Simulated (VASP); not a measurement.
Set up this calculation in VASP 6.6.1, as the native input.

```
Task                   : single point
Functional             : PBE
Potentials or basis    : VASP PAW PBE potentials, release 64 (Be, S)
Cutoff                 : 520 eV
k mesh                 : 6 × 6 × 6
Occupations            : gaussian, width 0.1 eV
Spin                   : no spin polarisation
Dipole correction      : no
Further INCAR settings : ALGO = Normal; EDIFF = 1e-06; NBANDS = 15
```

The structure of Be4S lies in POSCAR:

```
Be4S
1.0
    3.8609425762      0.0000000000      0.0000000000
    0.0000000000      3.8609425762      0.0000000000
    0.0000000000      0.0000000000      3.8609425762
Be S
4 1
Direct
    0.8010688081      0.8010688081      0.8010688081
    0.1989311919      0.1989311919      0.8010688081
    0.1989311919      0.8010688081      0.1989311919
    0.8010688081      0.1989311919      0.1989311919
    0.5000000000      0.5000000000      0.5000000000
```

The cell was built from a structure type or drawn by symmetry, and may not be a known phase.

These files were run (other wordings do the same):

INCAR

```
ALGO = Normal ; EDIFF = 1E-6
ENCUT = 520 ; GGA = PE
ISIF = 2 ; ISMEAR = 0
LASPH = True ; LCHARG = False
LREAL = False ; LWAVE = False
NBANDS = 15 ; NELM = 60
PREC = Accurate ; SIGMA = 0.1
```

KPOINTS

```
k-points
0
Gamma
  6 6 6
```

Potentials or basis: VASP PAW PBE potentials, release 64 (Be, S).

Launch:

```console
$ cat potpaw_PBE.64/Be/POTCAR potpaw_PBE.64/S/POTCAR > POTCAR
$ mpirun -np 1 vasp_std > vasp.out
```

Results of the run:

```json
{
  "Pressure": "0.1 GPa",
  "Band gap on the k mesh": "zero (bands 7 and 8 overlap by 3.40 eV)"
}
```

Wall time 8.5 s on 1 thread of AMD EPYC 9R45 96-Core Processor (Zen 5), on a shared host, peak memory 0.13 GiB.
